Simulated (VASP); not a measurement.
# MgO (Fm-3m) in VASP: further runs, part 2 of 2

VASP 6.6.1. The steps go on from the part before.

## (3) Relaxation of cell and atoms, r2SCAN

The input, POSCAR:

```
MgO
1.0
    0.0000000000      2.1085000000      2.1085000000
    2.1085000000      0.0000000000      2.1085000000
    2.1085000000      2.1085000000      0.0000000000
Mg O
1 1
Direct
    0.0000000000      0.0000000000      0.0000000000
    0.5000000000      0.5000000000      0.5000000000
```

The input, INCAR.step1:

```
SYSTEM = MgO
  PREC = Accurate
  ENCUT = 600
  ISMEAR = 0
  SIGMA = 0.02
  LREAL = .FALSE.
  LASPH = .TRUE.
  NELM = 60
  GGA = PE
  ALGO = Normal
  EDIFF = 1E-4
  LWAVE = .TRUE.
  LCHARG = .FALSE.
```

The input, INCAR.step2:

```
SYSTEM = MgO
  PREC = Accurate
  ENCUT = 600
  EDIFF = 1E-6
  ISMEAR = 0
  SIGMA = 0.02
  LREAL = .FALSE.
  LASPH = .TRUE.
  NELM = 60
  ALGO = Normal
  ISIF = 3
  LWAVE = .FALSE.
  LCHARG = .FALSE.
  METAGGA = R2SCAN
  LMIXTAU = .TRUE.
  IBRION = 2
  NSW = 100
  EDIFFG = -0.005
  ISTART = 1
```

The input, KPOINTS:

```
regular mesh
0
G
  10 10 10
  0 0 0
```

Potentials or basis: VASP PAW PBE potentials, release 64 (Mg, O).

Command:

```bash
> cat potpaw_PBE.64/Mg/POTCAR potpaw_PBE.64/O/POTCAR > POTCAR
> cp INCAR.step1 INCAR
> mpirun -np 1 vasp_std > vasp.out
> cp INCAR.step2 INCAR
> mpirun -np 1 vasp_std > vasp.out
```

It took 52 s on 1 thread of Intel Xeon Platinum 8488C (Sapphire Rapids), shared host; peak memory 0.15 GiB.

Results (log left out):

* Free energy: -16.1661 eV
* Relaxed volume: 9.21 Å³/atom
* Relaxed cell: a = 2.965 Å, b = 2.965 Å, c = 2.965 Å, α = 60.00°, β = 60.00°, γ = 60.00°
* Space group after relaxing (to 0.05 Å): Fm-3m (No. 225)
* Energy gained by relaxing: 1.4 meV/atom
* Ionic steps: 3
* Pressure after relaxing: 0.0 GPa
* Band gap on the k mesh: 5.75 eV, direct

The path:
| step | energy change (eV) | largest force (eV/Å) | pressure (GPa) | volume (Å³) |
| --- | --- | --- | --- | --- |
| 1 | 0.0000 | 0.0000 | -2.83 | 18.75 |
| 2 | -0.0024 | 0.0000 | 1.18 | 18.30 |
| 3 | -0.0029 | 0.0000 | 0.01 | 18.43 |

Final structure:
```yaml
crystal:
  lattice:
    - [0.00000, 2.09641, 2.09641]
    - [2.09641, 0.00000, 2.09641]
    - [2.09641, 2.09641, 0.00000]
  atoms:
    - { symbol: Mg, position: [0.00000, 0.00000, 0.00000] }
    - { symbol: O, position: [0.50000, 0.50000, 0.50000] }
```

Levels at points of the mesh, in eV from the valence-band top:
| k point | band 1 | band 2 | band 3 | band 4 | band 5 | band 6 | band 7 | band 8 |
| --- | --- | --- | --- | --- | --- | --- | --- | --- |
| (0.00, 0.00, 0.00) | -18.27 | 0.00 | 0.00 | 0.00 | 5.75 | 16.92 | 16.92 | 16.92 |
| (0.50, 0.00, 0.00) | -16.99 | -4.67 | -0.69 | -0.69 | 8.90 | 13.97 | 17.57 | 17.57 |
| (0.50, 0.50, 0.00) | -16.73 | -4.16 | -1.39 | -1.39 | 10.05 | 11.22 | 14.45 | 20.59 |

Caveat: the PAW data sets were made with another functional, which shifts forces and pressure a little. r2SCAN opens gaps a little over a GGA but as a rule still falls short of measured ones.

## (4) Single point, r2SCAN (volume scaled by 0.88)

The input, POSCAR:

```
MgO
1.0
    0.0000000000      2.0144742669      2.0144742669
    2.0144742669      0.0000000000      2.0144742669
    2.0144742669      2.0144742669      0.0000000000
Mg O
1 1
Direct
    0.0000000000      0.0000000000      0.0000000000
    0.5000000000      0.5000000000      0.5000000000
```

The input, INCAR.step1:

```
PREC = Accurate
ENCUT = 520
ISMEAR = 0
SIGMA = 0.02
LREAL = False
LASPH = True
NELM = 60
NBANDS = 11
GGA = PE
ALGO = Normal
EDIFF = 1E-4
LWAVE = True
LCHARG = False
```

The input, INCAR.step2:

```
PREC = Accurate
ENCUT = 520
EDIFF = 1E-6
ISMEAR = 0
SIGMA = 0.02
LREAL = False
LASPH = True
NELM = 60
ALGO = Normal
ISIF = 2
LWAVE = False
LCHARG = False
METAGGA = R2SCAN
LMIXTAU = True
NBANDS = 11
ISTART = 1
```

The input, KPOINTS:

```
Automatic mesh
0
Gamma
  10 10 10
```

Potentials or basis: VASP PAW PBE potentials, release 64 (Mg, O).

Command:

```bash
> cat potpaw_PBE.64/Mg/POTCAR potpaw_PBE.64/O/POTCAR > POTCAR
> cp INCAR.step1 INCAR
> mpirun -np 1 vasp_std > vasp.out
> cp INCAR.step2 INCAR
> mpirun -np 1 vasp_std > vasp.out
```

OUTCAR:

```text
PREC = Accurate
   ENCUT = 520
   EDIFF = 1E-6
   ISMEAR = 0
   LREAL = False
   LASPH = True
   NELM = 60
   ISIF = 2
   METAGGA = R2SCAN
   ISTART = 1

 ion  position               nearest neighbor table
   1  0.000  0.000  0.000-   2 2.01   2 2.01   2 2.01   2 2.01   2 2.01   2 2.01
   2  0.500  0.500  0.500-   1 2.01   1 2.01   1 2.01   1 2.01   1 2.01   1 2.01

  LATTYP: Found a face centered cubic cell.
 ALAT       =     4.0289485338

  Lattice vectors:

 A1 = (   0.0000000000,   2.0144742669,   2.0144742669)
 A2 = (   2.0144742669,   0.0000000000,   2.0144742669)
[... 515 lines left out ...]
      8      25.1844      0.00000
      9      25.4449      0.00000
     10      31.8682      0.00000
     11      35.2432      0.00000

 [... further k-points ...]
[... 5 lines left out ...]
  --------------------------------------------------------------------------------------
  -------------------------------------------------------------------------------------
  Total        2.7173622      2.7173622      2.7173622      0.0000000      0.0000000      0.0000000
  in kB      266.2826919    266.2826919    266.2826919      0.0000000      0.0000000      0.0000000
  external PRESSURE =     266.2826919 kB  Pullay stress =       0.0000000 kB

 VOLUME and BASIS-vectors are now :
 -----------------------------------------------------------------------------
  energy-cutoff  :      520.00
  volume of cell :       16.35
      direct lattice vectors                 reciprocal lattice vectors
     0.000000000  2.014474267  2.014474267    -0.248203717  0.248203717  0.248203717
     2.014474267  0.000000000  2.014474267     0.248203717 -0.248203717  0.248203717
     2.014474267  2.014474267  0.000000000     0.248203717  0.248203717 -0.248203717

 POSITION                                       TOTAL-FORCE (eV/Angst)
 -----------------------------------------------------------------------------------
      0.00000      0.00000      0.00000         0.000000      0.000000      0.000000
      2.01447      2.01447      2.01447         0.000000      0.000000     -0.000000
 -----------------------------------------------------------------------------------
    total drift:                               -0.000000     -0.000000      0.000000

  FREE ENERGIE OF THE ION-ELECTRON SYSTEM (eV)
  ---------------------------------------------------
  free  energy   TOTEN  =       -16.0004613758 eV

  energy  without entropy=      -16.0004613758  energy(sigma->0) =      -16.00046138
```

OUTCAR.step1:

```text
PREC = Accurate
   ENCUT = 520
   ISMEAR = 0
   LREAL = False
   LASPH = True
[... 558 lines left out ...]
      0.00000      0.00000      0.00000         0.000000      0.000000      0.000000
      2.01447      2.01447      2.01447        -0.000000     -0.000000     -0.000000
 -----------------------------------------------------------------------------------
    total drift:                               -0.000000     -0.000000      0.000000

  FREE ENERGIE OF THE ION-ELECTRON SYSTEM (eV)
  ---------------------------------------------------
  free  energy   TOTEN  =       -11.6533189263 eV

  energy  without entropy=      -11.6533189263  energy(sigma->0) =      -11.65331893
```

Run time: 62 s. Hardware: 1 thread of AMD EPYC 7R13, shared host; peak memory 0.12 GiB.

What came out:

* Free energy: -16.0005 eV
* Pressure: 26.6 GPa
* Band gap on the k mesh: 7.07 eV, direct

Caveat: the cell differs from its parent crystal (volume scaled by 0.88); the PAW data sets were made with another functional, which shifts forces and pressure a little.
